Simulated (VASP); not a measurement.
Here is a VASP 6.6.1 calculation.

Contents of INCAR:

```
PREC = Accurate
ENCUT = 600
EDIFF = 1E-6
ISMEAR = -1
SIGMA = 0.1
LREAL = False
LASPH = True
NELM = 100
ALGO = Normal
ISIF = 3
LWAVE = False
LCHARG = False
GGA = PS
IBRION = 2
NSW = 32
EDIFFG = -0.005
PSTRESS = 300.0
```

The input KPOINTS:

```
Automatic mesh
0
Gamma
  18 18 18
```

File POSCAR:

```
Ti
1.0
   -1.5046324014      1.5046324014      1.5046324014
    1.5046324014     -1.5046324014      1.5046324014
    1.5046324014      1.5046324014     -1.5046324014
Ti
1
Direct
    0.0000000000      0.0000000000      0.0000000000
```

Potentials or basis: VASP PAW PBE potentials, release 64 (Ti_sv).

Run with:

```bash
$ cat potpaw_PBE.64/Ti_sv/POTCAR > POTCAR
$ mpirun -np 1 vasp_std > vasp.out
```

(1) Estimate the relaxed cell.

(2) Estimate the relaxed volume.

(3) Estimate the space group after relaxing (to 0.1 Å).

(4) Estimate the band gap on the k mesh.

Answers

(1) a = 2.603 Å, b = 2.603 Å, c = 2.603 Å, α = 109.47°, β = 109.47°, γ = 109.47°.

(2) 13.58 Å³/atom.

(3) Im-3m (No. 229).

(4) zero (bands 6 and 7 overlap by 1.95 eV).

Caveat: the cell is relaxed towards a set pressure, so the run minimises the enthalpy, not the energy; the PAW data sets were made with another functional, which shifts forces and pressure a little.
